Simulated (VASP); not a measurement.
A run of VASP 6.6.1:

File INCAR:

```
PREC     = Accurate       # precision mode
ENCUT    = 520            # plane-wave cutoff, eV
EDIFF    = 1E-7           # SCF threshold, eV
ISMEAR   = -1             # smearing method
SIGMA    = 0.1            # smearing width, eV
LREAL    = F              # projectors in reciprocal space
LASPH    = T              # aspherical terms in the spheres
NELM     = 100            # most SCF steps
ALGO     = Normal         # electronic algorithm
ISIF     = 2              # what is computed and relaxed
LWAVE    = F              # write WAVECAR
LCHARG   = F              # write CHGCAR
GGA      = CA             # functional
NBANDS   = 18             # bands
```

KPOINTS

```
regular mesh
0
Gamma
  8 8 8
```

POSCAR

```
Br
1.0
    4.6742673333      0.0000000000      0.0000000000
    0.0000000000      4.6742673333      0.0000000000
    0.0000000000      0.0000000000      4.5976400000
Br
3
Direct
    0.5000000000      0.0000000000      0.0000000000
    0.0000000000      0.5000000000      0.0000000000
    0.0000000000      0.0000000000      0.5000000000
```

Potentials or basis: VASP PAW LDA potentials, release 64 (Br).

The run is started by

```sh
$ cat potpaw_LDA.64/Br/POTCAR > POTCAR
$ mpirun -np 1 vasp_std > vasp.out
```

Hardware: 1 thread of Intel(R) Xeon(R) 6975P-C (Granite Rapids) (shared host).

**Question.** How long does it take, and how much memory?

**Answer.** It took 30 s on 1 thread of Intel(R) Xeon(R) 6975P-C (Granite Rapids), on a shared host, peak memory 0.23 GiB. Counts: scf iterations 12, k points 75.
